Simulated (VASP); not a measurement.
Set up this calculation in VASP 6.6.1, as the native input.

| Item | Value |
| --- | --- |
| Task | relaxation of cell and atoms |
| Functional | PBEsol |
| Potentials or basis | VASP PAW PBE potentials, release 64 (Mg) |
| Cutoff | 600 eV |
| k mesh | 28 × 28 × 28 |
| Occupations | gaussian, width 0.1 eV |
| Spin | no spin polarisation |
| Target pressure | 100 GPa |
| Dipole correction | no |
| Further INCAR settings | ALGO = Normal; EDIFF = 1e-06; IBRION = 2; EDIFFG = -0.004; NSW = 70; ISIF = 3 |

The structure of Mg lies in POSCAR:

```
Mg
1.0
   -1.4067215514      1.4067215514      1.4067215514
    1.4067215514     -1.4067215514      1.4067215514
    1.4067215514      1.4067215514     -1.4067215514
Mg
1
Direct
    0.0000000000      0.0000000000      0.0000000000
```

This isn't the form of Mg at room conditions, which is hcp.

These files were run (other wordings do the same):

INCAR

```
PREC = Accurate
ENCUT = 600
EDIFF = 1E-6
ISMEAR = 0
SIGMA = 0.1
LREAL = False
LASPH = True
NELM = 60
ALGO = Normal
ISIF = 3
LWAVE = False
LCHARG = False
GGA = PS
IBRION = 2
NSW = 70
EDIFFG = -0.004
PSTRESS = 1000.0
```

KPOINTS

```
Automatic mesh
0
Gamma
  28 28 28
```

Potentials or basis: VASP PAW PBE potentials, release 64 (Mg).

Launch:

```console
$ cat potpaw_PBE.64/Mg/POTCAR > POTCAR
$ mpirun -np 1 vasp_std > vasp.out
```

Results of the run:

| Property | Result |
| --- | --- |
| Relaxed volume | 11.22 Å³/atom |
| Relaxed cell | a = 2.443 Å, b = 2.443 Å, c = 2.443 Å, α = 109.47°, β = 109.47°, γ = 109.47° |
| Space group after relaxing (to 0.1 Å) | Im-3m (No. 229) |
| Energy change on relaxing (the run minimises the enthalpy) | -56.0 meV/atom |
| Ionic steps | 3 |
| Pressure after relaxing | 100.0 GPa |
| Band gap on the k mesh | zero (bands 1 and 2 overlap by 4.73 eV) |

Caveat: the cell is relaxed towards a set pressure, so the run minimises the enthalpy, not the energy; the PAW data sets were made with another functional, which shifts forces and pressure a little.

It took 76 s on 1 thread of Intel Xeon 8259CL (shared host), peak memory 0.18 GiB.
